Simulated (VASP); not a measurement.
Wanted: the native input for a VASP 6.6.1 run.

```yaml
Task: single point
Functional: PBE
Potentials_or_basis: VASP PAW PBE potentials, release 64 (Ti_sv)
Cutoff: 520 eV
k_mesh: 24 × 24 × 14
Occupations: gaussian, width 0.15 eV
Spin: no spin polarisation
Dipole_correction: no
Further_INCAR_settings: ALGO = Fast; EDIFF = 1e-06; NBANDS = 19
```

The structure of Ti lies in POSCAR:

```
Ti
1.0
    3.1735347062      0.0000000000      0.0000000000
   -1.5867673531      2.7483616754      0.0000000000
    0.0000000000      0.0000000000      4.2785832934
Ti
2
Direct
    0.3333333333      0.6666666667      0.2500000000
    0.6666666667      0.3333333333      0.7500000000
```

This cell differs from its parent crystal: strain +0.080 along x and y, -0.080 along z.

One way to write it, as run:

INCAR

```
PREC = Accurate
ENCUT = 520
EDIFF = 1E-6
ISMEAR = 0
SIGMA = 0.15
LREAL = F
LASPH = T
NELM = 100
ALGO = Fast
ISIF = 2
LWAVE = F
LCHARG = F
GGA = PE
NBANDS = 19
```

KPOINTS

```
regular mesh
0
Gamma
  24 24 14
```

Potentials or basis: VASP PAW PBE potentials, release 64 (Ti_sv).

Run with:

```bash
$ cat potpaw_PBE.64/Ti_sv/POTCAR > POTCAR
$ mpirun -np 1 vasp_std > vasp.out
```

Results of the run:

```json
{"Pressure": "-6.2 GPa", "Band gap on the k mesh": "zero (bands 12 and 13 overlap by 0.93 eV)"}
```

Caveat: the cell differs from its parent crystal (strain +0.080 along x and y, -0.080 along z); the cell stands under tension.

Run time: 4.5 min on 1 thread of Intel(R) Xeon(R) 6975P-C (Granite Rapids), on a shared host, peak memory 0.37 GiB.
